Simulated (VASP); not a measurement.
# TePb (P6_3mc) in VASP: a series of runs

The runs below take TePb through single point, with PBE.

All numbers are computed with VASP 6.6.1; they aren't measurements. Logs are shortened: lines on timing, memory, paths and dates and some standing lists are left out, and cuts for length are marked.

**1. The cell of the first run**

The typed cell holds 4 atoms: a = 5.420 Å, b = 5.420 Å, c = 6.480 Å, α = 90.00°, β = 90.00°, γ = 120.00°.

**2. Single point, PBE**

INCAR reads:

```
SYSTEM = TePb
ALGO = Normal ; EDIFF = 1E-7
ENCUT = 520 ; GGA = PE
ISIF = 2 ; ISMEAR = -1
LASPH = .True. ; LCHARG = .True.
LELF = .True. ; LREAL = .False.
LVHAR = .True. ; LWAVE = .False.
NBANDS = 28 ; NELM = 80
PREC = Accurate ; SIGMA = 0.1
```

KPOINTS reads:

```
k-points
0
Gamma
  8 8 5
  0 0 0
```

POSCAR reads:

```
TePb
1.0
    5.4202591455      0.0000000000      0.0000000000
   -2.7101295727      4.6940821151      0.0000000000
    0.0000000000      0.0000000000      6.4799919602
Pb Te
2 2
Direct
    0.3333333333      0.6666666667     -0.0618474106
    0.6666666667      0.3333333333      0.4381525894
    0.3333333333      0.6666666667      0.4378474106
    0.6666666667      0.3333333333      0.9378474106
```

Potentials or basis: VASP PAW PBE potentials, release 64 (Pb_d, Te).

On the command line:

```sh
> cat potpaw_PBE.64/Pb_d/POTCAR potpaw_PBE.64/Te/POTCAR > POTCAR
> mpirun -np 1 vasp_std > vasp.out
```

OUTCAR:

```text
SYSTEM = TePb
   EDIFF = 1E-7
   ENCUT = 520
   GGA = PE
   ISIF = 2
   ISMEAR = -1
   LASPH = .True.
   LREAL = .False.
   NELM = 80
   PREC = Accurate

 ion  position               nearest neighbor table
   1  0.333  0.667  0.938-   4 3.13   4 3.13   4 3.13   3 3.24   3 3.24
   2  0.667  0.333  0.438-   3 3.13   3 3.13   3 3.13   4 3.24   4 3.24
   3  0.333  0.667  0.438-   2 3.13   2 3.13   2 3.13   1 3.24   1 3.24
   4  0.667  0.333  0.938-   1 3.13   1 3.13   1 3.13   2 3.24   2 3.24

  LATTYP: Found a hexagonal cell.
 ALAT       =     5.4202591455
 C/A-ratio  =     1.1955133115

  Lattice vectors:

 A1 = (   5.4202591455,   0.0000000000,   0.0000000000)
 A2 = (  -2.7101295727,   4.6940821151,   0.0000000000)
 A3 = (   0.0000000000,   0.0000000000,   6.4799919602)

Analysis of symmetry for initial positions (statically):
=====================================================================
 Subroutine PRICEL returns:
 Original cell was already a primitive cell.

 Routine SETGRP: Setting up the symmetry group for a
 hexagonal supercell.

 Subroutine GETGRP returns: Found 12 space group operations
 (whereof  6 operations were pure point group operations)
 out of a pool of 24 trial point group operations.

The static configuration has the point symmetry C_3v.
 The point group associated with its full space group is C_6v.

Analysis of symmetry for dynamics (positions and initial velocities):
=====================================================================
 Subroutine PRICEL returns:
 Original cell was already a primitive cell.

 Routine SETGRP: Setting up the symmetry group for a
 hexagonal supercell.

 Subroutine GETGRP returns: Found 12 space group operations
 (whereof  6 operations were pure point group operations)
 out of a pool of 24 trial point group operations.

The dynamic configuration has the point symmetry C_3v.
 The point group associated with its full space group is C_6v.

 Subroutine INISYM returns: Found 12 space group operations
 (whereof  6 operations are pure point group operations),
 and found     1 'primitive' translations

----------------------------------------------------------------------------------------

                                     Primitive cell

  volume of cell :     164.8714

  direct lattice vectors                    reciprocal lattice vectors
     5.420259146  0.000000000  0.000000000     0.184493024  0.106517097  0.000000000
    -2.710129573  4.694082115  0.000000000     0.000000000  0.213034194  0.000000000
     0.000000000  0.000000000  6.479991960     0.000000000  0.000000000  0.154321179

  length of vectors
     5.420259146  5.420259145  6.479991960     0.213034194  0.213034194  0.154321179

  position of ions in fractional coordinates (direct lattice)
     0.333333333  0.666666667  0.938152589
     0.666666667  0.333333333  0.438152589
     0.333333333  0.666666667  0.437847411
     0.666666667  0.333333333  0.937847411

  ion indices of the primitive-cell ions
   primitive index   ion index
                 1           1
                 2           2
                 3           3
                 4           4

----------------------------------------------------------------------------------------

 KPOINTS: k-points

Automatic generation of k-mesh.
 Grid dimensions read from file:
 generate k-points for:    8    8    5

 Generating k-lattice:

  Cartesian coordinates                     Fractional coordinates (reciprocal lattice)
     0.023061628  0.013314637  0.000000000     0.125000000 -0.000000000  0.000000000
     0.000000000  0.026629274  0.000000000     0.000000000  0.125000000  0.000000000
     0.000000000  0.000000000  0.030864236     0.000000000  0.000000000  0.200000000

  Length of vectors
     0.026629274  0.026629274  0.030864236

  Shift w.r.t. Gamma in fractional coordinates (k-lattice)
     0.000000000  0.000000000  0.000000000

 Subroutine IBZKPT returns following result:
 ===========================================

 Found     30 irreducible k-points:

 Following reciprocal coordinates:
            Coordinates               Weight
  0.000000  0.000000  0.000000      1.000000
  0.125000 -0.000000  0.000000      6.000000
  0.250000 -0.000000  0.000000      6.000000
  0.375000 -0.000000  0.000000      6.000000
  0.500000 -0.000000  0.000000      3.000000
  0.125000  0.125000  0.000000      6.000000
[... 16 lines left out ...]
  0.250000 -0.000000  0.400000     12.000000
  0.375000 -0.000000  0.400000     12.000000
 [... further k-points ...]
   k-points           NKPTS =     30   k-points in BZ     NKDIM =     30   number of bands    NBANDS=     28
   number of dos      NEDOS =    301   number of ions     NIONS =      4
   total plane-waves  NPLWV =  76800
   dimension x,y,z NGX =    40 NGY =   40 NGZ =   48
   dimension x,y,z NGXF=    80 NGYF=   80 NGZF=   96
   ions per type =               2   2
   NGX,Y,Z   is equivalent  to a cutoff of  12.27, 12.27, 12.31 a.u.
   NGXF,Y,Z  is equivalent  to a cutoff of  24.54, 24.54, 24.63 a.u.
 SYSTEM =  TePb
   PREC   = accura    normal or accurate (medium, high low for compatibility)
   ISTART =      0    job   : 0-new  1-cont  2-samecut
   ICHARG =      2    charge: 1-file 2-atom 10-const
   ISPIN  =      1    spin polarized calculation?
   LNONCOLLINEAR =      F non collinear calculations
   LSORBIT =      F    spin-orbit coupling
   LASPH  =      T    aspherical Exc in radial PAW
   ENCUT  =  520.0 eV  38.22 Ry    6.18 a.u.  10.08 10.08 12.05*2*pi/ulx,y,z
   NELM   =     80;   NELMIN=  2; NELMDL= -5     # of ELM steps
   EDIFF  = 0.1E-06   stopping-criterion for ELM
   LREAL  =      F    real-space projection
   EDIFFG = 0.1E-05   stopping-criterion for IOM
   NSW    =      0    number of steps for IOM
   IBRION =     -1    ionic relax: 0-MD 1-quasi-New 2-CG
   NFREE  =      0    steps in history (QN), initial steepest desc. (CG)
   ISIF   =      2    stress and relaxation
   ISYM   =      2    0-nonsym 1-usesym 2-fastsym
   POTIM  = 0.5000    time-step for ionic-motion
   TEBEG  =    0.0;   TEEND  =   0.0 temperature during run
   PSTRESS=    0.0 pullay stress
   NELECT =      40.0000    total number of electrons
   NUPDOWN=      -1.0000    fix difference up-down
   EMIN   =  10.00;   EMAX   =-10.00  energy-range for DOS
   EFERMI =   0.00;   METHOD = LEGACY
   ISMEAR =    -1;   SIGMA  =   0.10  broadening in eV -4-tet -1-fermi 0-gaus
   EFERMI_NEDOS =   21; number of points for ismear=-14 and -15
   IALGO  =     38    algorithm
   IMIX   =      4    mixing-type and parameters
     AMIX     =   0.40;   BMIX     =  1.00
     AMIX_MAG =   1.60;   BMIX_MAG =  1.00
  volume/ion in A,a.u.               =      41.22       278.15
  Fermi-wavevector in a.u.,A,eV,Ry     =   1.021049  1.929502 14.184622  1.042540
  Thomas-Fermi vector in A             =   2.154652
   LORBIT       =      0    0 simple, 1 ext, 2 COOP (PROOUT), +10 PAW based schemes
   GGA     = PE    functional components
   LHFCALC =     F    Hartree Fock is set to
   AEXX    =    0.0000 exact exchange contribution
   IVDW    =     0    specifies the selected vdW correction
   LEPSILON=     F    determine dielectric tensor
   LRPA    =     F    only Hartree local field effects (RPA)
 non-spin polarized calculation
  energy-cutoff  :      520.00
  volume of cell :      164.87
 maximum number of plane-waves:      4464
   NGX = 21   NGY = 21   NGZ = 25

 number of electron      40.0000009 magnetization

 Free energy of the ion-electron system (eV)
  ---------------------------------------------------
  ext. energy  EPLUGINS =         0.00000000
  ---------------------------------------------------
  free energy    TOTEN  =       -14.62111127 eV

  energy without entropy =      -14.62017503  energy(sigma->0) =      -14.62064315

 E-fermi :   4.4644     XC(G=0):  -8.1226

 val. band max:        3.8383464463   @ k =   0.3750   0.2500   0.4000
 cond. band min:       5.1141105681   @ k =   0.1250   0.1250   0.0000
 fundamental gap:      1.2757641219
 Fermi energy:         4.4644359769

 k-point     1 :       0.0000    0.0000    0.0000
  band No.  band energies     occupation
      1     -12.9335      2.00000
      2     -12.8912      2.00000
      3     -12.8912      2.00000
      4     -12.8904      2.00000
      5     -12.8904      2.00000
      6     -12.8784      2.00000
[... 20 lines left out ...]
     27       9.3910      0.00000
     28       9.3910      0.00000

 k-point     2 :       0.1250   -0.0000    0.0000
  band No.  band energies     occupation
      1     -12.9330      2.00000
      2     -12.8931      2.00000
      3     -12.8911      2.00000
      4     -12.8895      2.00000
      5     -12.8887      2.00000
      6     -12.8776      2.00000
[... 20 lines left out ...]
     27       9.2141      0.00000
     28       9.4329      0.00000

 k-point     3 :       0.2500   -0.0000    0.0000
  band No.  band energies     occupation
      1     -12.9318      2.00000
      2     -12.8987      2.00000
      3     -12.8898      2.00000
      4     -12.8859      2.00000
      5     -12.8855      2.00000
      6     -12.8776      2.00000
[... 20 lines left out ...]
     27       9.1480      0.00000
     28       9.8348      0.00000

 k-point     4 :       0.3750   -0.0000    0.0000
  band No.  band energies     occupation
      1     -12.9298      2.00000
      2     -12.9046      2.00000
      3     -12.8882      2.00000
      4     -12.8826      2.00000
      5     -12.8817      2.00000
      6     -12.8786      2.00000
[... 20 lines left out ...]
     27       9.0315      0.00000
     28       9.7104      0.00000

 k-point     5 :       0.5000   -0.0000    0.0000
  band No.  band energies     occupation
      1     -12.9286      2.00000
      2     -12.9073      2.00000
      3     -12.8875      2.00000
      4     -12.8814      2.00000
      5     -12.8791      2.00000
      6     -12.8791      2.00000
[... 20 lines left out ...]
     27       9.2678      0.00000
     28       9.2991      0.00000

 k-point     6 :       0.1250    0.1250    0.0000
  band No.  band energies     occupation
      1     -12.9321      2.00000
      2     -12.8974      2.00000
      3     -12.8895      2.00000
      4     -12.8878      2.00000
      5     -12.8860      2.00000
      6     -12.8774      2.00000
[... 463 lines left out ...]
      5     -12.8941      2.00000
      6     -12.8928      2.00000
[... 20 lines left out ...]
     27       8.7679      0.00000
     28       9.4754      0.00000

 k-point    22 :       0.1250   -0.0000    0.4000
  band No.  band energies     occupation
      1     -12.9103      2.00000
      2     -12.8958      2.00000
      3     -12.8937      2.00000
      4     -12.8929      2.00000
      5     -12.8926      2.00000
      6     -12.8914      2.00000
[... 20 lines left out ...]
     27       9.2174      0.00000
     28       9.8750      0.00000

 k-point    23 :       0.2500   -0.0000    0.4000
  band No.  band energies     occupation
      1     -12.9106      2.00000
      2     -12.8968      2.00000
      3     -12.8912      2.00000
      4     -12.8910      2.00000
      5     -12.8900      2.00000
      6     -12.8895      2.00000
[... 20 lines left out ...]
     27      10.1912      0.00000
     28      10.6245      0.00000

 k-point    24 :       0.3750   -0.0000    0.4000
  band No.  band energies     occupation
      1     -12.9099      2.00000
      2     -12.8974      2.00000
      3     -12.8915      2.00000
      4     -12.8883      2.00000
      5     -12.8876      2.00000
      6     -12.8872      2.00000
[... 20 lines left out ...]
     27      10.2033      0.00000
     28      10.4346      0.00000

 [... further k-points ...]

------------------------ aborting loop because EDIFF is reached ----------------------------------------

  FORCE on cell =-STRESS in cart. coord.  units (eV):
  Direction    XX          YY          ZZ          XY          YZ          ZX
  --------------------------------------------------------------------------------------
  -------------------------------------------------------------------------------------
  Total        2.1467127      2.1467127      2.1468146      0.0000000      0.0000000      0.0000000
  in kB       20.8612013     20.8612013     20.8621913      0.0000000      0.0000000      0.0000000
  external PRESSURE =      20.8615313 kB  Pullay stress =       0.0000000 kB

 VOLUME and BASIS-vectors are now :
 -----------------------------------------------------------------------------
  energy-cutoff  :      520.00
  volume of cell :      164.87
      direct lattice vectors                 reciprocal lattice vectors
     5.420259146  0.000000000  0.000000000     0.184493024  0.106517097  0.000000000
    -2.710129573  4.694082115  0.000000000     0.000000000  0.213034194  0.000000000
     0.000000000  0.000000000  6.479991960     0.000000000  0.000000000  0.154321179

 POSITION                                       TOTAL-FORCE (eV/Angst)
 -----------------------------------------------------------------------------------
     -0.00000      3.12939      6.07922        -0.000000     -0.000000     -0.001176
      2.71013      1.56469      2.83923         0.000000      0.000000     -0.001176
     -0.00000      3.12939      2.83725        -0.000000      0.000000      0.001176
      2.71013      1.56469      6.07724         0.000000      0.000000      0.001176
 -----------------------------------------------------------------------------------
    total drift:                               -0.000000      0.000000     -0.000176

  FREE ENERGIE OF THE ION-ELECTRON SYSTEM (eV)
  ---------------------------------------------------
  free  energy   TOTEN  =       -14.6211112713 eV

  energy  without entropy=      -14.6201750298  energy(sigma->0) =      -14.62064315
```

Run time: 63 s. Hardware: 1 thread of Intel Xeon 6975P-C (Granite Rapids), shared host; peak memory 0.32 GiB.

Results:

```yaml
Free_energy: -14.6211 eV
Pressure: 2.1 GPa
Band_gap_on_the_k_mesh: 1.28 eV (least direct gap 1.58 eV)
```

Levels at points of the mesh, in eV from the valence-band top:
| k point | band 17 | band 18 | band 19 | band 20 | band 21 | band 22 | band 23 | band 24 |
| --- | --- | --- | --- | --- | --- | --- | --- | --- |
| (0.00, 0.00, 0.00) | -2.72 | -1.37 | -1.35 | -1.35 | 1.35 | 1.35 | 3.01 | 3.01 |
| (0.50, 0.00, 0.00) | -2.52 | -1.96 | -1.80 | -0.31 | 2.51 | 3.61 | 3.71 | 4.17 |

Caveat: spin-orbit coupling is left out, which moves the levels of the heavy elements.

**3. Single point, PBE**

This run uses another cell than the first one, of 43.85 Å³/atom.

INCAR reads:

```
SYSTEM = TePb
ALGO = Normal ; EDIFF = 1E-6
ENCUT = 520 ; GGA = PE
ISIF = 2 ; ISMEAR = -1
LASPH = .TRUE. ; LCHARG = .FALSE.
LREAL = .FALSE. ; LWAVE = .FALSE.
NBANDS = 28 ; NELM = 60
PREC = Accurate ; SIGMA = 0.1
```

KPOINTS reads:

```
k-points
0
G
  8 8 5
  0 0 0
```

POSCAR reads:

```
TePb
1.0
    5.5357965622      0.0000000000      0.0000000000
   -2.7678982811      4.7941404531      0.0000000000
    0.0000000000      0.0000000000      6.6088587815
Pb Te
2 2
Direct
    0.3333333333      0.6666666667     -0.0584029981
    0.6666666667      0.3333333333      0.4415970019
    0.3333333333      0.6666666667      0.4344029981
    0.6666666667      0.3333333333      0.9344029981
```

Potentials or basis: VASP PAW PBE potentials, release 64 (Pb_d, Te).

On the command line:

```sh
> cat potpaw_PBE.64/Pb_d/POTCAR potpaw_PBE.64/Te/POTCAR > POTCAR
> mpirun -np 1 vasp_std > vasp.out
```

It took 69 s on 1 thread of Intel Xeon 6975P-C (Granite Rapids), shared host; peak memory 0.35 GiB.

It converged, with:

| Property | Result |
| --- | --- |
| Free energy | -14.6878 eV |
| Pressure | 0.0 GPa |
| Band gap on the k mesh | 1.39 eV (least direct gap 1.61 eV) |

Levels at points of the mesh, in eV from the valence-band top:
```
           k point  band 18  band 19  band 20  band 21  band 22  band 23
(0.00, 0.00, 0.00)    -1.21    -1.18    -1.18     1.47     1.47     3.00
(0.50, 0.00, 0.00)    -1.75    -1.58    -0.27     2.43     3.52     3.53
```

Caveat: spin-orbit coupling is left out, which moves the levels of the heavy elements.
